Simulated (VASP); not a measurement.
# NbRu3 in VASP: notebook, part 3 of 3

VASP 6.6.1. The steps go on from the part before.

**6. Electric field gradients, LDA (equal xy, yz and zx shear strains of +2 %)**

Input file INCAR:

```
  PREC = Accurate
  ENCUT = 520
  EDIFF = 1E-8
  ISMEAR = -1
  SIGMA = 0.05
  LREAL = False
  LASPH = True
  NELM = 80
  ALGO = Normal
  ISIF = 2
  LWAVE = False
  LCHARG = False
  LEFG = True
  NBANDS = 36
```

Input file KPOINTS:

```
regular mesh
0
Gamma
  9 9 9
```

Input file POSCAR:

```
NbRu3
1.0
    3.8800000000      0.0388000000      0.0388000000
    0.0388000000      3.8800000000      0.0388000000
    0.0388000000      0.0388000000      3.8800000000
Nb Ru
1 3
Direct
    0.0000000000      0.0000000000      0.0000000000
    0.0000000000      0.5000000000      0.5000000000
    0.5000000000      0.0000000000      0.5000000000
    0.5000000000      0.5000000000      0.0000000000
```

Potentials or basis: VASP PAW LDA potentials, release 64 (Nb_sv, Ru_pv).

On the command line:

```
$ cat potpaw_LDA.64/Nb_sv/POTCAR potpaw_LDA.64/Ru_pv/POTCAR > POTCAR
$ mpirun -np 1 vasp_std > vasp.out
```

OUTCAR:

```text
PREC = Accurate
   ENCUT = 520
   EDIFF = 1E-8
   ISMEAR = -1
   LREAL = False
   LASPH = True
   NELM = 80
   ISIF = 2

 ion  position               nearest neighbor table
   1  0.000  0.000  0.000-   2 2.72   3 2.72   2 2.72   4 2.72   3 2.72   4 2.72   2 2.77   2 2.77
                             3 2.77   4 2.77   3 2.77   4 2.77
   2  0.000  0.500  0.500-   1 2.72   4 2.72   1 2.72   3 2.72   3 2.72   4 2.72   1 2.77   1 2.77
                             3 2.77   4 2.77   4 2.77   3 2.77
   3  0.500  0.000  0.500-   1 2.72   4 2.72   2 2.72   4 2.72   1 2.72   2 2.72   1 2.77   4 2.77
                             2 2.77   4 2.77   1 2.77   2 2.77
   4  0.500  0.500  0.000-   2 2.72   3 2.72   1 2.72   3 2.72   1 2.72   2 2.72   1 2.77   3 2.77
                             2 2.77   3 2.77   2 2.77   1 2.77

  LATTYP: Found a trigonal (rhomboedric) cell.
 ALAT       =     3.8803879806
 COS(alpha) =     0.0200959808

  Lattice vectors:

 A1 = (   3.8800000000,   0.0388000000,   0.0388000000)
 A2 = (   0.0388000000,   3.8800000000,   0.0388000000)
 A3 = (   0.0388000000,   0.0388000000,   3.8800000000)

Analysis of symmetry for initial positions (statically):
=====================================================================
 Subroutine PRICEL returns:
 Original cell was already a primitive cell.

 Routine SETGRP: Setting up the symmetry group for a
 trigonal (rhombohedral) supercell.

 Subroutine GETGRP returns: Found 12 space group operations
 (whereof 12 operations were pure point group operations)
 out of a pool of 12 trial point group operations.

The static configuration has the point symmetry D_3d.

Analysis of symmetry for dynamics (positions and initial velocities):
[... 1111 lines left out ...]
  Direction    XX          YY          ZZ          XY          YZ          ZX
  --------------------------------------------------------------------------------------
  -------------------------------------------------------------------------------------
  Total       -3.8803315     -3.8803315     -3.8803315     -1.1811574     -1.1811574     -1.1811574
  in kB     -106.4666702   -106.4666702   -106.4666702    -32.4080303    -32.4080303    -32.4080303
  external PRESSURE =    -106.4666702 kB  Pullay stress =       0.0000000 kB

 VOLUME and BASIS-vectors are now :
 -----------------------------------------------------------------------------
  energy-cutoff  :      520.00
  volume of cell :       58.39
      direct lattice vectors                 reciprocal lattice vectors
     3.880000000  0.038800000  0.038800000     0.257783005 -0.002552307 -0.002552307
     0.038800000  3.880000000  0.038800000    -0.002552307  0.257783005 -0.002552307
     0.038800000  0.038800000  3.880000000    -0.002552307 -0.002552307  0.257783005

 POSITION                                       TOTAL-FORCE (eV/Angst)
 -----------------------------------------------------------------------------------
      0.00000      0.00000      0.00000        -0.000000      0.000000     -0.000000
      0.03880      1.95940      1.95940        -0.000000      0.000000      0.000000
      1.95940      0.03880      1.95940         0.000000      0.000000     -0.000000
      1.95940      1.95940      0.03880         0.000000     -0.000000     -0.000000
 -----------------------------------------------------------------------------------
    total drift:                                0.000000      0.000000     -0.000000

  FREE ENERGIE OF THE ION-ELECTRON SYSTEM (eV)
  ---------------------------------------------------
  free  energy   TOTEN  =       -43.7323689198 eV

  energy  without entropy=      -43.6896796028  energy(sigma->0) =      -43.71102426

 Electric field gradients (V/A^2)
---------------------------------------------------------------------
 ion       V_xx      V_yy      V_zz      V_xy      V_xz      V_yz
---------------------------------------------------------------------
   1      -0.000    -0.000    -0.000     1.640     1.640     1.640
   2     -12.408     6.204     6.204     8.130     8.130    -6.220
   3       6.204   -12.408     6.204     8.130    -6.220     8.130
   4       6.204     6.204   -12.408    -6.220     8.130     8.130
---------------------------------------------------------------------

 Electric field gradients after diagonalization (V/A^2)
 (convention: |V_zz| > |V_xx| > |V_yy|)
----------------------------------------------------------------------
 ion       V_xx      V_yy      V_zz     asymmetry (V_yy - V_xx)/ V_zz
----------------------------------------------------------------------
   1      -1.640    -1.640     3.279       0.000
   2      12.424     6.848   -19.273       0.289
   3      12.424     6.848   -19.273       0.289
   4      12.424     6.848   -19.273       0.289
----------------------------------------------------------------------

           NMR quadrupolar parameters

 Cq : quadrupolar parameter    Cq=e*Q*V_zz/h
 eta: asymmetry parameters     (V_yy - V_xx)/ V_zz
 Q  : nuclear electric quadrupole moment in mb (millibarn)
----------------------------------------------------------------------
 ion       Cq(MHz)       eta       Q (mb)
----------------------------------------------------------------------
   1       0.008       0.000       1.000
   2      -0.047       0.289       1.000
   3      -0.047       0.289       1.000
   4      -0.047       0.289       1.000
----------------------------------------------------------------------
```

OSZICAR:

```text
N       E                     dE             d eps       ncg     rms          rms(c)
DAV:   1     0.690208215411E+03    0.69021E+03   -0.32194E+04  6120   0.166E+03
DAV:   2    -0.178356515379E+02   -0.70804E+03   -0.69244E+03  6884   0.587E+02
DAV:   3    -0.448574942331E+02   -0.27022E+02   -0.25697E+02  9244   0.111E+02
DAV:   4    -0.462959402763E+02   -0.14384E+01   -0.14239E+01  8868   0.204E+01
DAV:   5    -0.463461936525E+02   -0.50253E-01   -0.50186E-01  9076   0.369E+00    0.211E+01
DAV:   6    -0.440473775060E+02    0.22988E+01   -0.66868E+00  6924   0.181E+01    0.543E+00
DAV:   7    -0.439914903635E+02    0.55887E-01   -0.27152E+00 11300   0.951E+00    0.471E+00
DAV:   8    -0.437350651084E+02    0.25643E+00   -0.91044E-01  8816   0.602E+00    0.139E+00
DAV:   9    -0.437322225055E+02    0.28426E-02   -0.48806E-02  7456   0.156E+00    0.293E-01
DAV:  10    -0.437323521604E+02   -0.12965E-03   -0.34717E-03  9992   0.376E-01    0.554E-02
DAV:  11    -0.437323579359E+02   -0.57755E-05   -0.82916E-05  9364   0.575E-02    0.312E-02
DAV:  12    -0.437323692481E+02   -0.11312E-04   -0.37175E-05 11452   0.429E-02    0.117E-02
DAV:  13    -0.437323689433E+02    0.30477E-06   -0.23957E-06  8236   0.113E-02    0.331E-03
DAV:  14    -0.437323689024E+02    0.40966E-07   -0.39843E-07  8836   0.660E-03    0.964E-04
DAV:  15    -0.437323689202E+02   -0.17821E-07   -0.20537E-08  5796   0.135E-03    0.388E-04
DAV:  16    -0.437323689198E+02    0.41382E-09   -0.41236E-09  4144   0.379E-04
   1 F= -.43732369E+02 E0= -.43711024E+02  d E =-.426893E-01
```

stdout:

```text
POSCAR found type information on POSCAR NbRu
 POSCAR found :  2 types and       4 ions
 scaLAPACK will be used
 LDA part: xc-table for (Slater(with rela. corr.)+CA(PZ))
 , standard interpolation
 POSCAR, INCAR and KPOINTS ok, starting setup
 FFT: planning ... GRIDC
 FFT: planning ... GRID_SOFT
 FFT: planning ... GRID
 WAVECAR not read
 entering main loop
ion   1

ion   2
     0.0000541    -0.2036463    -0.0875684     1.5947629    -0.2036463    -2.7622104
     0.0000746    -0.2036463    -0.0875684     1.5947629    -0.2036463    -2.7622103
     0.0001027    -0.2036463    -0.0875685     1.5947629    -0.2036463    -2.7622103
     0.0001414    -0.2036463    -0.0875685     1.5947629    -0.2036463    -2.7622103

     0.0000541    -7.5716905     5.5313023    -4.3806264    -7.5716905     7.5874676
     0.0000746    -7.5715168     5.5306878    -4.3785851    -7.5715168     7.5839319
     0.0001027    -7.5712527     5.5296868    -4.3752555    -7.5712527     7.5781648
     0.0001414    -7.5708552     5.5280627    -4.3698462    -7.5708552     7.5687956

ion   3
     0.0000541    -0.2036463    -0.2036463     1.5947629    -0.0875684     2.7622104
     0.0000746    -0.2036463    -0.2036463     1.5947629    -0.0875684     2.7622103
     0.0001027    -0.2036463    -0.2036463     1.5947629    -0.0875685     2.7622103
     0.0001414    -0.2036463    -0.2036463     1.5947629    -0.0875685     2.7622103

     0.0000541    -7.5716905    -7.5716905    -4.3806264     5.5313023    -7.5874676
     0.0000746    -7.5715168    -7.5715168    -4.3785851     5.5306878    -7.5839319
     0.0001027    -7.5712527    -7.5712527    -4.3752555     5.5296868    -7.5781648
     0.0001414    -7.5708552    -7.5708552    -4.3698462     5.5280627    -7.5687956

ion   4
```

It took 3.4 min on 1 thread of Intel Xeon Platinum 8259CL at 2.50GHz (Skylake/Cascade Lake), shared host; peak memory 0.26 GiB.

Results:

- Free energy: -43.7324 eV
- Pressure: -10.6 GPa
- Band gap on the k mesh: zero (an odd number of electrons rules out a gap without spin polarisation)
- Largest electric field gradient by atom: Nb +3.3; Ru -19.3 V/Å²

Electric field gradients, principal values (V/Å²):
```
atom   least  middle  greatest (by size)
1 Nb  -1.640  -1.640               3.279
2 Ru   6.848  12.424             -19.273
3 Ru   6.848  12.424             -19.273
4 Ru   6.848  12.424             -19.273
```

Caveat: the cell differs from its parent crystal (equal xy, yz and zx shear strains of +2 %); the cell stands under tension; without QUAD_EFG the Cq values of the log hold for a quadrupole moment of 1 mb, not for the nuclei.

**7. Electric field gradients, LDA (equal xy, yz and zx shear strains of +2 %)**

Input file INCAR:

```
SYSTEM = NbRu3
ALGO     = Normal         ! electronic algorithm
EDIFF    = 1E-8           ! SCF threshold, eV
ENCUT    = 520            ! plane-wave cutoff, eV
GGA      = CA             ! functional
ISIF     = 2              ! what is computed and relaxed
ISMEAR   = -1             ! smearing method
LASPH    = .TRUE.         ! aspherical terms in the spheres
LCHARG   = .FALSE.        ! write CHGCAR
LEFG     = .TRUE.       
LREAL    = .FALSE.        ! projectors in reciprocal space
LWAVE    = .FALSE.        ! write WAVECAR
NBANDS   = 36             ! bands
NELM     = 100            ! most SCF steps
PREC     = Accurate       ! precision mode
SIGMA    = 0.05           ! smearing width, eV
```

Input file KPOINTS:

```
k-points
0
G
  9 9 9
  0 0 0
```

POSCAR is that of step 6.

Potentials or basis: VASP PAW LDA potentials, release 64 (Nb_sv, Ru_pv).

On the command line:

```
$ cat potpaw_LDA.64/Nb_sv/POTCAR potpaw_LDA.64/Ru_pv/POTCAR > POTCAR
$ mpirun -np 1 vasp_std > vasp.out
```

OUTCAR:

```text
SYSTEM = NbRu3
   EDIFF = 1E-8
   ENCUT = 520
   GGA = CA
   ISIF = 2
   ISMEAR = -1
   LASPH = .TRUE.
   LREAL = .FALSE.
   NELM = 100
   PREC = Accurate

 ion  position               nearest neighbor table
   1  0.000  0.000  0.000-   2 2.72   3 2.72   2 2.72   4 2.72   3 2.72   4 2.72   2 2.77   2 2.77
                             3 2.77   4 2.77   3 2.77   4 2.77
   2  0.000  0.500  0.500-   1 2.72   4 2.72   1 2.72   3 2.72   3 2.72   4 2.72   1 2.77   1 2.77
                             3 2.77   4 2.77   4 2.77   3 2.77
   3  0.500  0.000  0.500-   1 2.72   4 2.72   2 2.72   4 2.72   1 2.72   2 2.72   1 2.77   4 2.77
                             2 2.77   4 2.77   1 2.77   2 2.77
   4  0.500  0.500  0.000-   2 2.72   3 2.72   1 2.72   3 2.72   1 2.72   2 2.72   1 2.77   3 2.77
                             2 2.77   3 2.77   2 2.77   1 2.77
[... 1172 lines left out ...]
   1      -0.000    -0.000    -0.000     1.640     1.640     1.640
   2     -12.408     6.204     6.204     8.130     8.130    -6.220
   3       6.204   -12.408     6.204     8.130    -6.220     8.130
   4       6.204     6.204   -12.408    -6.220     8.130     8.130
---------------------------------------------------------------------

 Electric field gradients after diagonalization (V/A^2)
 (convention: |V_zz| > |V_xx| > |V_yy|)
----------------------------------------------------------------------
 ion       V_xx      V_yy      V_zz     asymmetry (V_yy - V_xx)/ V_zz
----------------------------------------------------------------------
   1      -1.640    -1.640     3.279       0.000
   2      12.424     6.848   -19.273       0.289
   3      12.424     6.848   -19.273       0.289
   4      12.424     6.848   -19.273       0.289
----------------------------------------------------------------------

           NMR quadrupolar parameters

 Cq : quadrupolar parameter    Cq=e*Q*V_zz/h
 eta: asymmetry parameters     (V_yy - V_xx)/ V_zz
 Q  : nuclear electric quadrupole moment in mb (millibarn)
----------------------------------------------------------------------
 ion       Cq(MHz)       eta       Q (mb)
----------------------------------------------------------------------
   1       0.008       0.000       1.000
   2      -0.047       0.289       1.000
   3      -0.047       0.289       1.000
   4      -0.047       0.289       1.000
----------------------------------------------------------------------
```

stdout:

```text
POSCAR found type information on POSCAR NbRu
 POSCAR found :  2 types and       4 ions
 scaLAPACK will be used
 LDA part: xc-table for (Slater(with rela. corr.)+CA(PZ))
 , standard interpolation
 POSCAR, INCAR and KPOINTS ok, starting setup
 FFT: planning ... GRIDC
 FFT: planning ... GRID_SOFT
 FFT: planning ... GRID
 WAVECAR not read
 entering main loop
ion   1

ion   2
     0.0000541    -0.2036463    -0.0875684     1.5947629    -0.2036463    -2.7622104
     0.0000746    -0.2036463    -0.0875684     1.5947629    -0.2036463    -2.7622103
     0.0001027    -0.2036463    -0.0875685     1.5947629    -0.2036463    -2.7622103
     0.0001414    -0.2036463    -0.0875685     1.5947629    -0.2036463    -2.7622103

     0.0000541    -7.5716905     5.5313023    -4.3806264    -7.5716905     7.5874676
     0.0000746    -7.5715168     5.5306878    -4.3785851    -7.5715168     7.5839319
     0.0001027    -7.5712527     5.5296868    -4.3752555    -7.5712527     7.5781648
     0.0001414    -7.5708552     5.5280627    -4.3698462    -7.5708552     7.5687956

ion   3
     0.0000541    -0.2036463    -0.2036463     1.5947629    -0.0875684     2.7622104
     0.0000746    -0.2036463    -0.2036463     1.5947629    -0.0875684     2.7622103
     0.0001027    -0.2036463    -0.2036463     1.5947629    -0.0875685     2.7622103
     0.0001414    -0.2036463    -0.2036463     1.5947629    -0.0875685     2.7622103

     0.0000541    -7.5716905    -7.5716905    -4.3806264     5.5313023    -7.5874676
     0.0000746    -7.5715168    -7.5715168    -4.3785851     5.5306878    -7.5839319
     0.0001027    -7.5712527    -7.5712527    -4.3752555     5.5296868    -7.5781648
     0.0001414    -7.5708552    -7.5708552    -4.3698462     5.5280627    -7.5687956

ion   4
```

Wall time 3.3 min (1 thread of Intel Xeon Platinum 8259CL at 2.50GHz (Skylake/Cascade Lake), shared host); peak memory 0.26 GiB.

Results:

```
Free energy                             : -43.7324 eV
Pressure                                : -10.6 GPa
Band gap on the k mesh                  : zero (an odd number of electrons rules out a gap without spin polarisation)
Largest electric field gradient by atom : Nb +3.3; Ru -19.3 V/Å²
```

Electric field gradients, principal values (V/Å²):
| atom | least | middle | greatest (by size) |
| --- | --- | --- | --- |
| 1 Nb | -1.640 | -1.640 | 3.279 |
| 2 Ru | 6.848 | 12.424 | -19.273 |
| 3 Ru | 6.848 | 12.424 | -19.273 |
| 4 Ru | 6.848 | 12.424 | -19.273 |

Caveat: the cell differs from its parent crystal (equal xy, yz and zx shear strains of +2 %); the cell stands under tension; without QUAD_EFG the Cq values of the log hold for a quadrupole moment of 1 mb, not for the nuclei.

**8. The runs side by side**

```csv
cell,gap on the mesh (eV),pressure (GPa)
"a = 3.880, b = 3.880, c = 3.841 Å, 4 atoms",none,-8.3
"a = 3.880, b = 3.880, c = 3.958 Å, 4 atoms",none,-15.8
"a = 3.880 Å, angles 89.4°, 4 atoms",none,-10.9
"a = 3.880 Å, angles 88.8°, 4 atoms",none,-10.6
```

Alike in all rows: task electric field gradients; level LDA; potentials or basis VASP PAW LDA potentials, release 64 (Nb_sv, Ru_pv); no spin polarisation; k mesh 9 × 9 × 9; cutoff (eV) 520; smearing fermi-dirac 0.05 eV.

Caveats: the cell stands under tension.

Total energies depend on the potentials used, so only differences within one code and one set of settings carry meaning.
